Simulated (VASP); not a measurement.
# Lu (Pm-3m) in VASP: a series of runs

Runs on Lu. Level: PBEsol. Tasks: relaxation of cell and atoms.

Everything below comes from runs of VASP 6.6.1. Logs are shortened: lines on timing, memory, paths and dates and some standing lists are left out, and cuts for length are marked.

**1. The cell of the first run**

The structure is cubic, space group Pm-3m (No. 221). Conventional cell: a = 3.190 Å, b = 3.190 Å, c = 3.190 Å, α = 90.00°, β = 90.00°, γ = 90.00°. Within 4.2 Å of Lu (site symmetry m-3m) lie 6 Lu at 3.19 Å.

This isn't the form of Lu at room conditions, which is hcp.

**2. Relaxation of cell and atoms, PBEsol, target pressure 15 GPa, at which the enthalpy is minimised**

Contents of INCAR:

```
ALGO = Normal ; EDIFF = 1E-6
EDIFFG = -0.02 ; ENCUT = 600
GGA = PS ; IBRION = 2
ISIF = 3 ; ISMEAR = 1
LASPH = T ; LCHARG = F
LREAL = F ; LWAVE = F
NELM = 80 ; NSW = 80
PREC = Accurate ; PSTRESS = 150.0
SIGMA = 0.1
```

Contents of KPOINTS:

```
k-points
0
Gamma
  7 7 7
```

Contents of POSCAR:

```
Lu
1.0
    3.1900000000      0.0000000000      0.0000000000
    0.0000000000      3.1900000000      0.0000000000
    0.0000000000      0.0000000000      3.1900000000
Lu
1
Direct
    0.0000000000      0.0000000000      0.0000000000
```

Potentials or basis: VASP PAW PBE potentials, release 64 (Lu).

Command:

```bash
$ cat potpaw_PBE.64/Lu/POTCAR > POTCAR
$ mpirun -np 1 vasp_std > vasp.out
```

OUTCAR:

```text
EDIFF = 1E-6
   EDIFFG = -0.02
   ENCUT = 600
   GGA = PS
   IBRION = 2
   ISIF = 3
   ISMEAR = 1
   LASPH = T
   LREAL = F
   NELM = 80
   NSW = 80
   PREC = Accurate
   PSTRESS = 150.0

 ion  position               nearest neighbor table
   1  0.000  0.000  0.000-

  LATTYP: Found a simple cubic cell.
 ALAT       =     3.1900000000

  Lattice vectors:

 A1 = (   3.1900000000,   0.0000000000,   0.0000000000)
 A2 = (   0.0000000000,   3.1900000000,   0.0000000000)
 A3 = (   0.0000000000,   0.0000000000,   3.1900000000)

Analysis of symmetry for initial positions (statically):
=====================================================================
 Subroutine PRICEL returns:
 Original cell was already a primitive cell.

 Routine SETGRP: Setting up the symmetry group for a
 simple cubic supercell.

 Subroutine GETGRP returns: Found 48 space group operations
 (whereof 48 operations were pure point group operations)
 out of a pool of 48 trial point group operations.

The static configuration has the point symmetry O_h .

Analysis of symmetry for dynamics (positions and initial velocities):
=====================================================================
 Subroutine PRICEL returns:
 Original cell was already a primitive cell.

 Routine SETGRP: Setting up the symmetry group for a
 simple cubic supercell.

 Subroutine GETGRP returns: Found 48 space group operations
 (whereof 48 operations were pure point group operations)
 out of a pool of 48 trial point group operations.

The dynamic configuration has the point symmetry O_h .

 Subroutine INISYM returns: Found 48 space group operations
 (whereof 48 operations are pure point group operations),
 and found     1 'primitive' translations

----------------------------------------------------------------------------------------

                                     Primitive cell

  volume of cell :      32.4618

  direct lattice vectors                    reciprocal lattice vectors
     3.190000000  0.000000000  0.000000000     0.313479624  0.000000000  0.000000000
     0.000000000  3.190000000  0.000000000     0.000000000  0.313479624  0.000000000
     0.000000000  0.000000000  3.190000000     0.000000000  0.000000000  0.313479624

  length of vectors
     3.190000000  3.190000000  3.190000000     0.313479624  0.313479624  0.313479624

  position of ions in fractional coordinates (direct lattice)
     0.000000000  0.000000000  0.000000000

  ion indices of the primitive-cell ions
   primitive index   ion index
                 1           1

----------------------------------------------------------------------------------------

 KPOINTS: k-points

Automatic generation of k-mesh.
 Grid dimensions read from file:
 generate k-points for:    7    7    7

 Generating k-lattice:

  Cartesian coordinates                     Fractional coordinates (reciprocal lattice)
     0.044782803  0.000000000  0.000000000     0.142857143  0.000000000  0.000000000
     0.000000000  0.044782803  0.000000000     0.000000000  0.142857143  0.000000000
     0.000000000  0.000000000  0.044782803     0.000000000  0.000000000  0.142857143

  Length of vectors
     0.044782803  0.044782803  0.044782803

  Shift w.r.t. Gamma in fractional coordinates (k-lattice)
     0.000000000  0.000000000  0.000000000

 Subroutine IBZKPT returns following result:
 ===========================================

 Found     20 irreducible k-points:

 Following reciprocal coordinates:
            Coordinates               Weight
  0.000000  0.000000  0.000000      1.000000
  0.142857  0.000000  0.000000      6.000000
  0.285714  0.000000  0.000000      6.000000
  0.428571  0.000000  0.000000      6.000000
  0.142857  0.142857  0.000000     12.000000
  0.285714  0.142857  0.000000     24.000000
[... 12 lines left out ...]
  0.428571  0.428571  0.285714     24.000000
  0.428571  0.428571  0.428571      8.000000
   k-points           NKPTS =     20   k-points in BZ     NKDIM =     20   number of bands    NBANDS=     16
   number of dos      NEDOS =    301   number of ions     NIONS =      1
   total plane-waves  NPLWV =  21952
   dimension x,y,z NGX =    28 NGY =   28 NGZ =   28
   dimension x,y,z NGXF=    56 NGYF=   56 NGZF=   56
   ions per type =               1
   NGX,Y,Z   is equivalent  to a cutoff of  14.59, 14.59, 14.59 a.u.
   NGXF,Y,Z  is equivalent  to a cutoff of  29.18, 29.18, 29.18 a.u.
 SYSTEM =  unknown system
   PREC   = accura    normal or accurate (medium, high low for compatibility)
   ISTART =      0    job   : 0-new  1-cont  2-samecut
   ICHARG =      2    charge: 1-file 2-atom 10-const
   ISPIN  =      1    spin polarized calculation?
   LNONCOLLINEAR =      F non collinear calculations
   LSORBIT =      F    spin-orbit coupling
   LASPH  =      T    aspherical Exc in radial PAW
   ENCUT  =  600.0 eV  44.10 Ry    6.64 a.u.   6.37  6.37  6.37*2*pi/ulx,y,z
   NELM   =     80;   NELMIN=  2; NELMDL= -5     # of ELM steps
   EDIFF  = 0.1E-05   stopping-criterion for ELM
   LREAL  =      F    real-space projection
   EDIFFG = -.2E-01   stopping-criterion for IOM
   NSW    =     80    number of steps for IOM
   IBRION =      2    ionic relax: 0-MD 1-quasi-New 2-CG
   NFREE  =      1    steps in history (QN), initial steepest desc. (CG)
   ISIF   =      3    stress and relaxation
   ISYM   =      2    0-nonsym 1-usesym 2-fastsym
   POTIM  = 0.5000    time-step for ionic-motion
   TEBEG  =    0.0;   TEEND  =   0.0 temperature during run
   PSTRESS=  150.0 pullay stress
   NELECT =      25.0000    total number of electrons
   NUPDOWN=      -1.0000    fix difference up-down
   EMIN   =  10.00;   EMAX   =-10.00  energy-range for DOS
   EFERMI =   0.00;   METHOD = LEGACY
   ISMEAR =     1;   SIGMA  =   0.10  broadening in eV -4-tet -1-fermi 0-gaus
   EFERMI_NEDOS =   21; number of points for ismear=-14 and -15
   IALGO  =     38    algorithm
   IMIX   =      4    mixing-type and parameters
     AMIX     =   0.40;   BMIX     =  1.00
     AMIX_MAG =   1.60;   BMIX_MAG =  1.00
  volume/ion in A,a.u.               =      32.46       219.06
  Fermi-wavevector in a.u.,A,eV,Ry     =   1.500597  2.835718 30.637492  2.251792
  Thomas-Fermi vector in A             =   2.612077
   LORBIT       =      0    0 simple, 1 ext, 2 COOP (PROOUT), +10 PAW based schemes
   GGA     = PS    functional components
   LHFCALC =     F    Hartree Fock is set to
   AEXX    =    0.0000 exact exchange contribution
   IVDW    =     0    specifies the selected vdW correction
   LEPSILON=     F    determine dielectric tensor
   LRPA    =     F    only Hartree local field effects (RPA)
 conjugate gradient relaxation of ions
 non-spin polarized calculation
 Methfessel and Paxton  Order N= 1 SIGMA  =   0.10
  energy-cutoff  :      600.00
  volume of cell :       32.46
 maximum number of plane-waves:      1092
 NGX is ok and might be reduce to    28
   NGX = 13   NGY = 13   NGZ = 13

--------------------------------------- Ionic step        1  -------------------------------------------

 number of electron      25.0000003 magnetization

 Free energy of the ion-electron system (eV)
  ---------------------------------------------------
  ext. energy  EPLUGINS =         0.00000000
  ---------------------------------------------------
  free energy    TOTEN  =        -4.07822009 eV

  energy without entropy =       -4.07898713  energy(sigma->0) =       -4.07847577

 E-fermi :   1.5002     XC(G=0): -10.2227

 val. band max:        1.4996111879   @ k =   0.1429   0.1429   0.0000
 cond. band min:       1.6015930132   @ k =   0.2857   0.2857   0.0000
 fundamental gap:      0.1019818253
 Fermi energy:         1.5001973354

 k-point     1 :       0.0000    0.0000    0.0000
  band No.  band energies     occupation
      1     -55.1089      2.00000
      2     -25.4980      2.00000
      3     -25.4980      2.00000
      4     -25.4980      2.00000
      5      -4.0491      2.00000
      6      -3.7996      2.00000
[... 8 lines left out ...]
     15       7.6546      0.00000
     16       7.6546      0.00000

 k-point     2 :       0.1429    0.0000    0.0000
  band No.  band energies     occupation
      1     -55.1036      2.00000
      2     -25.6061      2.00000
      3     -25.4889      2.00000
      4     -25.4889      2.00000
      5      -3.8065      2.00000
      6      -3.7958      2.00000
[... 8 lines left out ...]
     15       6.8689      0.00000
     16       6.8689      0.00000
[... 464 lines left out ...]
 VOLUME and BASIS-vectors are now :
 -----------------------------------------------------------------------------
  energy-cutoff  :      600.00
  volume of cell :       22.85
      direct lattice vectors                 reciprocal lattice vectors
     2.837506391 -0.000000000  0.000000000     0.352422114 -0.000000000  0.000000000
     0.000000000  2.837506391  0.000000000     0.000000000  0.352422114  0.000000000
    -0.000000000 -0.000000000  2.837506391    -0.000000000 -0.000000000  0.352422114

 POSITION                                       TOTAL-FORCE (eV/Angst)
 -----------------------------------------------------------------------------------
      0.00000      0.00000      0.00000         0.000000      0.000000      0.000000
 -----------------------------------------------------------------------------------
    total drift:                               -0.000000     -0.000000     -0.000000

  FREE ENERGIE OF THE ION-ELECTRON SYSTEM (eV)
  ---------------------------------------------------
  free  energy   TOTEN  =        -3.7365554810 eV

  energy  without entropy=       -3.7379151263  energy(sigma->0) =       -3.73700870

  enthalpy is  TOTEN    =        -1.5976518304 eV   P V=        2.1389036506

--------------------------------------- Ionic step        5  -------------------------------------------

 number of electron      24.9999998 magnetization

 Free energy of the ion-electron system (eV)
  ---------------------------------------------------
  ext. energy  EPLUGINS =         0.00000000
  ---------------------------------------------------
  free energy    TOTEN  =        -3.75316863 eV

  energy without entropy =       -3.75478747  energy(sigma->0) =       -3.75370824

 E-fermi :   3.0685     XC(G=0): -11.9344

 val. band max:        3.0398028069   @ k =   0.1429   0.1429   0.0000
 cond. band min:       3.0719447701   @ k =   0.4286   0.0000   0.0000
 fundamental gap:      0.0321419631
 Fermi energy:         3.0685344495

 k-point     1 :       0.0000    0.0000    0.0000
  band No.  band energies     occupation
      1     -53.1637      2.00000
      2     -23.1632      2.00000
      3     -23.1632      2.00000
      4     -23.1632      2.00000
      5      -3.3896      2.00000
      6      -1.9814      2.00000
[... 8 lines left out ...]
     15      11.4620      0.00000
     16      11.4620      0.00000

 k-point     2 :       0.1429    0.0000    0.0000
  band No.  band energies     occupation
      1     -53.1421      2.00000
      2     -23.4775      2.00000
      3     -23.1364      2.00000
      4     -23.1364      2.00000
      5      -2.8002      2.00000
      6      -2.0007      2.00000
[... 8 lines left out ...]
     15      10.1783      0.00000
     16      10.1783      0.00000
[... 353 lines left out ...]
 VOLUME and BASIS-vectors are now :
 -----------------------------------------------------------------------------
  energy-cutoff  :      600.00
  volume of cell :       23.02
      direct lattice vectors                 reciprocal lattice vectors
     2.844556266 -0.000000000  0.000000000     0.351548680 -0.000000000  0.000000000
     0.000000000  2.844556266  0.000000000     0.000000000  0.351548680  0.000000000
    -0.000000000 -0.000000000  2.844556266    -0.000000000 -0.000000000  0.351548680

 POSITION                                       TOTAL-FORCE (eV/Angst)
 -----------------------------------------------------------------------------------
      0.00000      0.00000      0.00000         0.000000      0.000000      0.000000
 -----------------------------------------------------------------------------------
    total drift:                               -0.000000     -0.000000     -0.000000

  FREE ENERGIE OF THE ION-ELECTRON SYSTEM (eV)
  ---------------------------------------------------
  free  energy   TOTEN  =        -3.7531686307 eV

  energy  without entropy=       -3.7547874717  energy(sigma->0) =       -3.75370824

  enthalpy is  TOTEN    =        -1.5982828154 eV   P V=        2.1548858152

 reached required accuracy - stopping structural energy minimisation
```

It took 2.4 min on 1 thread of Intel Xeon 8259CL, shared host; peak memory 0.18 GiB.

Results:

```yaml
Free_energy: -3.7532 eV
Relaxed_volume: 23.02 Å³/atom
Relaxed_cell: a = 2.845 Å, b = 2.845 Å, c = 2.845 Å, α = 90.00°, β = 90.00°, γ = 90.00°
Space_group_after_relaxing_to_0.1_Å: Pm-3m (No. 221)
Energy_change_on_relaxing_the_run_minimises_the_enthalpy: +325.1 meV/atom
Ionic_steps: 5
Pressure_after_relaxing: 15.1 GPa
Band_gap_on_the_k_mesh: zero (an odd number of electrons rules out a gap without spin polarisation)
```

The path:
| step | energy change (eV) | largest force (eV/Å) | pressure (GPa) | volume (Å³) |
| --- | --- | --- | --- | --- |
| 1 | 0.0000 | 0.0000 | -1.30 | 32.46 |
| 2 | 0.8687 | 0.0000 | 31.91 | 19.29 |
| 3 | 0.2937 | 0.0000 | 13.10 | 23.36 |
| 4 | 0.3417 | 0.0000 | 15.90 | 22.85 |
| 5 | 0.3251 | 0.0000 | 15.09 | 23.02 |

Final structure:
```yaml
crystal:
  lattice:
    - [2.84456, 0.00000, 0.00000]
    - [0.00000, 2.84456, 0.00000]
    - [0.00000, 0.00000, 2.84456]
  atoms:
    - { symbol: Lu, position: [0.00000, 0.00000, 0.00000] }
```

Caveat: the cell is relaxed towards a set pressure, so the run minimises the enthalpy, not the energy; the volume moved by over 15 % at a fixed basis, so the end points are rough; the PAW data sets were made with another functional, which shifts forces and pressure a little; spin-orbit coupling is left out, which moves the levels of the heavy elements.

**3. Relaxation of cell and atoms, PBEsol, target pressure 30 GPa, at which the enthalpy is minimised**

Contents of INCAR:

```
PREC = Accurate ; ENCUT = 600
EDIFF = 1E-6 ; ISMEAR = 1
SIGMA = 0.1 ; LREAL = F
LASPH = T ; NELM = 100
ALGO = Normal ; ISIF = 3
LWAVE = F ; LCHARG = F
GGA = PS ; IBRION = 2
NSW = 80 ; EDIFFG = -0.02
PSTRESS = 300.0
```

Contents of KPOINTS:

```
Automatic mesh
0
Gamma
  7 7 7
```

POSCAR is that of step 2.

Potentials or basis: VASP PAW PBE potentials, release 64 (Lu).

Command:

```bash
$ cat potpaw_PBE.64/Lu/POTCAR > POTCAR
$ mpirun -np 1 vasp_std > vasp.out
```

It took 2.4 min on 1 thread of Intel Xeon 8259CL, shared host; peak memory 0.2 GiB.

The run converged. Its results:

```yaml
Free_energy: -3.2856 eV
Relaxed_volume: 19.68 Å³/atom
Relaxed_cell: a = 2.700 Å, b = 2.700 Å, c = 2.700 Å, α = 90.00°, β = 90.00°, γ = 90.00°
Space_group_after_relaxing_to_0.1_Å: Pm-3m (No. 221)
Energy_change_on_relaxing_the_run_minimises_the_enthalpy: +792.6 meV/atom
Ionic_steps: 6
Pressure_after_relaxing: 29.9 GPa
Band_gap_on_the_k_mesh: zero (an odd number of electrons rules out a gap without spin polarisation)
```

Step by step:
```
step  energy change (eV)  largest force (eV/Å)  pressure (GPa)  volume (Å³)
   1              0.0000                0.0000           -1.30        32.46
   2              6.4760                0.0000          284.56        10.85
   3              0.5832                0.0000           24.33        20.93
   4              0.6626                0.0000           26.12        20.42
   5              0.8343                0.0000           30.93        19.46
   6              0.7926                0.0000           29.93        19.68
```

Final structure:
```yaml
crystal:
  lattice:
    - [2.69972, 0.00000, 0.00000]
    - [0.00000, 2.69972, 0.00000]
    - [0.00000, 0.00000, 2.69972]
  atoms:
    - { symbol: Lu, position: [0.00000, 0.00000, 0.00000] }
```

Levels at points of the mesh, in eV from the Fermi level:
| k point | band 9 | band 10 | band 11 | band 12 | band 13 | band 14 | band 15 | band 16 |
| --- | --- | --- | --- | --- | --- | --- | --- | --- |
| (0.00, 0.00, 0.00) | -4.90 | -4.90 | -4.90 | -4.83 | -1.44 | -1.44 | 9.71 | 9.71 |

Caveat: the cell is relaxed towards a set pressure, so the run minimises the enthalpy, not the energy; the volume moved by over 15 % at a fixed basis, so the end points are rough; the PAW data sets were made with another functional, which shifts forces and pressure a little; spin-orbit coupling is left out, which moves the levels of the heavy elements.
